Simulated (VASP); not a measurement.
# MnO (F-43m) in VASP: single point with LDA

Aim: the single point of MnO with LDA.

Everything below comes from runs of VASP 6.6.1. Logs are shortened: lines on timing, memory, paths and dates and some standing lists are left out, and cuts for length are marked.

## (1) The cell of the first run

It takes space group F-43m (No. 216, cubic). Conventional cell: a = 4.873 Å, b = 4.873 Å, c = 4.873 Å, α = 90.00°, β = 90.00°, γ = 90.00°. Mn (site symmetry -43m) has 4 O at 2.11 Å within 2.8 Å. Within 2.8 Å of O (site symmetry -43m) lie 4 Mn at 2.11 Å.

## (2) Single point, LDA, non-collinear spin, twin_end start, moments held on the sites

The input, INCAR:

```
PREC = Accurate
ENCUT = 600
EDIFF = 1E-6
ISMEAR = 0
SIGMA = 0.05
LREAL = False
LASPH = True
NELM = 200
ALGO = Normal
ISIF = 2
LWAVE = False
LCHARG = False
LNONCOLLINEAR = True
MAGMOM = 0 0 4.2 0 0 0.09
LORBIT = 11
I_CONSTRAINED_M = 2
LAMBDA = 10
M_CONSTR = 2.309 2.309 2.309 0 0 0
RWIGS = 1.39 0.66
ISYM = -1
AMIX = 0.2
BMIX = 1E-4
AMIX_MAG = 0.8
BMIX_MAG = 1E-4
LMAXMIX = 4
GGA = CA
NBANDS = 31
GGA_COMPAT = False
```

The input, KPOINTS:

```
regular mesh
0
Gamma
  7 7 7
```

The input, POSCAR:

```
MnO
1.0
    0.0000000000      2.4365134300      2.4365134300
    2.4365134300      0.0000000000      2.4365134300
    2.4365134300      2.4365134300      0.0000000000
Mn O
1 1
Direct
    0.0000000000      0.0000000000      0.0000000000
    0.2500000000      0.2500000000      0.2500000000
```

Potentials or basis: VASP PAW LDA potentials, release 64 (Mn_pv, O).

Run with:

```console
> cat potpaw_LDA.64/Mn_pv/POTCAR potpaw_LDA.64/O/POTCAR > POTCAR
> mpirun -np 1 vasp_ncl > vasp.out
```

OUTCAR:

```text
PREC = Accurate
   ENCUT = 600
   EDIFF = 1E-6
   ISMEAR = 0
   LREAL = False
   LASPH = True
   NELM = 200
   ISIF = 2
   LNONCOLLINEAR = True
   LORBIT = 11
   ISYM = -1
   AMIX = 0.2
   AMIX_MAG = 0.8
   GGA = CA

 ion  position               nearest neighbor table
   1  0.000  0.000  0.000-   2 2.11   2 2.11   2 2.11   2 2.11
   2  0.250  0.250  0.250-   1 2.11   1 2.11   1 2.11   1 2.11

IMPORTANT INFORMATION: All symmetrisations will be switched off!
NOSYMM: (Re-)initialisation of all symmetry stuff for point group C_1.

----------------------------------------------------------------------------------------

                                     Primitive cell

  volume of cell :      28.9292

  direct lattice vectors                    reciprocal lattice vectors
     0.000000000  2.436513430  2.436513430    -0.205211264  0.205211264  0.205211264
     2.436513430  0.000000000  2.436513430     0.205211264 -0.205211264  0.205211264
     2.436513430  2.436513430  0.000000000     0.205211264  0.205211264 -0.205211264

  length of vectors
     3.445750338  3.445750338  3.445750338     0.355436335  0.355436335  0.355436335

  position of ions in fractional coordinates (direct lattice)
     0.000000000  0.000000000  0.000000000
     0.250000000  0.250000000  0.250000000

  ion indices of the primitive-cell ions
   primitive index   ion index
                 1           1
                 2           2

----------------------------------------------------------------------------------------

 KPOINTS: regular mesh

Automatic generation of k-mesh.
 Grid dimensions read from file:
 generate k-points for:    7    7    7

 Generating k-lattice:

  Cartesian coordinates                     Fractional coordinates (reciprocal lattice)
    -0.029315895  0.029315895  0.029315895     0.142857143  0.000000000  0.000000000
     0.029315895 -0.029315895  0.029315895     0.000000000  0.142857143  0.000000000
     0.029315895  0.029315895 -0.029315895     0.000000000  0.000000000  0.142857143

  Length of vectors
     0.050776619  0.050776619  0.050776619

  Shift w.r.t. Gamma in fractional coordinates (k-lattice)
     0.000000000  0.000000000  0.000000000

 Subroutine IBZKPT returns following result:
 ===========================================

 Found    343 irreducible k-points:

 Following reciprocal coordinates:
            Coordinates               Weight
  0.000000  0.000000  0.000000      1.000000
  0.142857  0.000000  0.000000      1.000000
  0.285714  0.000000  0.000000      1.000000
  0.428571  0.000000  0.000000      1.000000
 -0.428571  0.000000  0.000000      1.000000
 -0.285714  0.000000  0.000000      1.000000
[... 16 lines left out ...]
  0.142857  0.428571  0.000000      1.000000
  0.285714  0.428571  0.000000      1.000000
 [... further k-points ...]
   k-points           NKPTS =    343   k-points in BZ     NKDIM =    343   number of bands    NBANDS=     31
   number of dos      NEDOS =    301   number of ions     NIONS =      2
   total plane-waves  NPLWV =  21952
   dimension x,y,z NGX =    28 NGY =   28 NGZ =   28
   dimension x,y,z NGXF=    56 NGYF=   56 NGZF=   56
   ions per type =               1   1
   NGX,Y,Z   is equivalent  to a cutoff of  13.51, 13.51, 13.51 a.u.
   NGXF,Y,Z  is equivalent  to a cutoff of  27.02, 27.02, 27.02 a.u.
 SYSTEM =  unknown system
   PREC   = accura    normal or accurate (medium, high low for compatibility)
   ISTART =      0    job   : 0-new  1-cont  2-samecut
   ICHARG =      2    charge: 1-file 2-atom 10-const
   ISPIN  =      1    spin polarized calculation?
   LNONCOLLINEAR =      T non collinear calculations
   LSORBIT =      F    spin-orbit coupling
   LASPH  =      T    aspherical Exc in radial PAW
   ENCUT  =  600.0 eV  44.10 Ry    6.64 a.u.   6.88  6.88  6.88*2*pi/ulx,y,z
   NELM   =    200;   NELMIN=  2; NELMDL= -5     # of ELM steps
   EDIFF  = 0.1E-05   stopping-criterion for ELM
   LREAL  =      F    real-space projection
   EDIFFG = 0.1E-04   stopping-criterion for IOM
   NSW    =      0    number of steps for IOM
   IBRION =     -1    ionic relax: 0-MD 1-quasi-New 2-CG
   NFREE  =      0    steps in history (QN), initial steepest desc. (CG)
   ISIF   =      2    stress and relaxation
   ISYM   =     -1    0-nonsym 1-usesym 2-fastsym
   POTIM  = 0.5000    time-step for ionic-motion
   TEBEG  =    0.0;   TEEND  =   0.0 temperature during run
   PSTRESS=    0.0 pullay stress
   NELECT =      19.0000    total number of electrons
   NUPDOWN=      -1.0000    fix difference up-down
   EMIN   =  10.00;   EMAX   =-10.00  energy-range for DOS
   EFERMI =   0.00;   METHOD = LEGACY
   ISMEAR =     0;   SIGMA  =   0.05  broadening in eV -4-tet -1-fermi 0-gaus
   EFERMI_NEDOS =   21; number of points for ismear=-14 and -15
   IALGO  =     38    algorithm
   IMIX   =      4    mixing-type and parameters
     AMIX     =   0.20;   BMIX     =  0.00
     AMIX_MAG =   0.80;   BMIX_MAG =  0.00
  volume/ion in A,a.u.               =      14.46        97.61
  Fermi-wavevector in a.u.,A,eV,Ry     =   1.423029  2.689136 27.551972  2.025013
  Thomas-Fermi vector in A             =   2.543670
   LORBIT       =     11    0 simple, 1 ext, 2 COOP (PROOUT), +10 PAW based schemes
   GGA     = CA    functional components
   LHFCALC =     F    Hartree Fock is set to
   AEXX    =    0.0000 exact exchange contribution
   IVDW    =     0    specifies the selected vdW correction
   LEPSILON=     F    determine dielectric tensor
   LRPA    =     F    only Hartree local field effects (RPA)
 Gauss-broadening in eV      SIGMA  =   0.05
  energy-cutoff  :      600.00
  volume of cell :       28.93
 maximum number of plane-waves:      1958
   NGX = 13   NGY = 13   NGZ = 13

 number of electron      19.0000008 magnetization       2.8864251      2.8864144      2.8863635

 Free energy of the ion-electron system (eV)
  ---------------------------------------------------
  ext. energy  EPLUGINS =         0.00000000
  ---------------------------------------------------
  free energy    TOTEN  =       -14.30600690 eV

  energy without entropy =      -14.30589440  energy(sigma->0) =      -14.30595065

 E-fermi :   2.8813     XC(G=0): -10.5798

 val. band max:        2.8660900339   @ k =   0.0000   0.0000   0.0000
 cond. band min:       4.0327612396   @ k =   0.1429   0.1429   0.1429
 fundamental gap:      1.1666712058
 Fermi energy:         2.8813231308

 k-point     1 :       0.0000    0.0000    0.0000
  band No.  band energies     occupation
      1     -50.5010      1.00000
      2     -50.5010      1.00000
      3     -50.5010      1.00000
      4     -32.7422      1.00000
      5     -32.7422      1.00000
      6     -32.7422      1.00000
[... 23 lines left out ...]
     30      18.5024      0.00000
     31      18.5024      0.00000

 k-point     2 :       0.1429    0.0000    0.0000
  band No.  band energies     occupation
      1     -50.5041      1.00000
      2     -50.5015      1.00000
      3     -50.5015      1.00000
      4     -32.7544      1.00000
      5     -32.7439      1.00000
      6     -32.7439      1.00000
[... 23 lines left out ...]
     30      16.6700      0.00000
     31      18.7694      0.00000

 k-point     3 :       0.2857    0.0000    0.0000
  band No.  band energies     occupation
      1     -50.5110      1.00000
      2     -50.5026      1.00000
      3     -50.5026      1.00000
      4     -32.7815      1.00000
      5     -32.7476      1.00000
      6     -32.7476      1.00000
[... 23 lines left out ...]
     30      14.9005      0.00000
     31      18.2373      0.00000

 k-point     4 :       0.4286    0.0000    0.0000
  band No.  band energies     occupation
      1     -50.5166      1.00000
      2     -50.5035      1.00000
      3     -50.5035      1.00000
      4     -32.8032      1.00000
      5     -32.7506      1.00000
      6     -32.7506      1.00000
[... 23 lines left out ...]
     30      14.6050      0.00000
     31      17.9194      0.00000

 k-point     5 :      -0.4286    0.0000    0.0000
  band No.  band energies     occupation
      1     -50.5166      1.00000
      2     -50.5035      1.00000
      3     -50.5035      1.00000
      4     -32.8032      1.00000
      5     -32.7506      1.00000
      6     -32.7506      1.00000
[... 23 lines left out ...]
     30      14.6050      0.00000
     31      17.9194      0.00000
[... 542 lines left out ...]
     30      15.1261      0.00000
     31      17.4304      0.00000

 k-point    22 :       0.0000    0.4286    0.0000
  band No.  band energies     occupation
      1     -50.5166      1.00000
      2     -50.5035      1.00000
      3     -50.5035      1.00000
      4     -32.8032      1.00000
      5     -32.7506      1.00000
      6     -32.7506      1.00000
[... 23 lines left out ...]
     30      14.6050      0.00000
     31      17.9194      0.00000

 k-point    23 :       0.1429    0.4286    0.0000
  band No.  band energies     occupation
      1     -50.5148      1.00000
      2     -50.5048      1.00000
      3     -50.5043      1.00000
      4     -32.7962      1.00000
      5     -32.7556      1.00000
      6     -32.7533      1.00000
[... 23 lines left out ...]
     30      14.7933      0.00000
     31      17.7897      0.00000

 k-point    24 :       0.2857    0.4286    0.0000
  band No.  band energies     occupation
      1     -50.5143      1.00000
      2     -50.5068      1.00000
      3     -50.5058      1.00000
      4     -32.7950      1.00000
      5     -32.7625      1.00000
      6     -32.7588      1.00000
[... 23 lines left out ...]
     30      15.6724      0.00000
     31      15.9906      0.00000

 [... further k-points ...]

------------------------ aborting loop because EDIFF is reached ----------------------------------------

  FORCE on cell =-STRESS in cart. coord.  units (eV):
  Direction    XX          YY          ZZ          XY          YZ          ZX
  --------------------------------------------------------------------------------------
  -------------------------------------------------------------------------------------
  Total        5.4557668      5.4557640      5.4557487     -0.0000026      0.0000041     -0.0000001
  in kB      302.1551171    302.1549624    302.1541164     -0.0001465      0.0002275     -0.0000065
  external PRESSURE =     302.1547320 kB  Pullay stress =       0.0000000 kB

 VOLUME and BASIS-vectors are now :
 -----------------------------------------------------------------------------
  energy-cutoff  :      600.00
  volume of cell :       28.93
      direct lattice vectors                 reciprocal lattice vectors
     0.000000000  2.436513430  2.436513430    -0.205211264  0.205211264  0.205211264
     2.436513430  0.000000000  2.436513430     0.205211264 -0.205211264  0.205211264
     2.436513430  2.436513430  0.000000000     0.205211264  0.205211264 -0.205211264

 POSITION                                       TOTAL-FORCE (eV/Angst)
 -----------------------------------------------------------------------------------
      0.00000      0.00000      0.00000         0.000003     -0.000001      0.000001
      1.21826      1.21826      1.21826        -0.000003      0.000001     -0.000001
 -----------------------------------------------------------------------------------
    total drift:                                0.000007     -0.000000      0.000001

  FREE ENERGIE OF THE ION-ELECTRON SYSTEM (eV)
  ---------------------------------------------------
  free  energy   TOTEN  =       -14.3060069016 eV

  energy  without entropy=      -14.3058944021  energy(sigma->0) =      -14.30595065

 total charge

# of ion       s       p       d       tot
------------------------------------------
    1        0.248   6.223   4.920  11.390
    2        1.536   3.435   0.000   4.971
--------------------------------------------------
tot          1.785   9.657   4.920  16.362

 magnetization (x)

# of ion       s       p       d       tot
------------------------------------------
    1        0.052   0.052   2.693   2.798
    2       -0.003  -0.080   0.000  -0.083
--------------------------------------------------
tot          0.049  -0.027   2.693   2.715

 magnetization (y)

# of ion       s       p       d       tot
------------------------------------------
    1        0.052   0.052   2.693   2.798
    2       -0.003  -0.080   0.000  -0.083
--------------------------------------------------
tot          0.049  -0.027   2.693   2.715

 magnetization (z)

# of ion       s       p       d       tot
------------------------------------------
    1        0.052   0.052   2.694   2.798
    2       -0.003  -0.080   0.000  -0.083
--------------------------------------------------
tot          0.049  -0.027   2.694   2.715
```

Run time: 14 min. Hardware: 1 thread of Intel Xeon 6975P-C (Granite Rapids), shared host; peak memory 0.61 GiB.

What came out:

| Property | Result |
| --- | --- |
| Free energy | -14.3060 eV |
| Band gap on the k mesh | zero (filled and empty bands touch) |
| Net moment | 5.00 μB per cell |
| Valence electrons inside the program's atomic spheres | Mn 11.39; O 4.97 |

Levels at points of the mesh, in eV from the Fermi level:
| k point | band 15 | band 16 | band 17 | band 18 | band 19 | band 20 | band 21 | band 22 | band 23 | band 24 |
| --- | --- | --- | --- | --- | --- | --- | --- | --- | --- | --- |
| (0.00, 0.00, 0.00) | -2.01 | -2.01 | -0.24 | -0.02 | -0.02 | -0.02 | 1.89 | 9.08 | 9.08 | 10.49 |

Moments on the atoms (μB; x, y, z):
```
Mn   2.80  2.80  2.80
O   -0.08 -0.08 -0.08
```

Caveat: moments held by a penalty; a cell with one magnetic atom can't hold antiferromagnetic order, which such compounds often take; semilocal functionals often make such compounds metallic where correlation or magnetic order opens a gap, which also shifts bond lengths.

The gap in the log of VASP goes by the Fermi energy; the results here count the filled bands.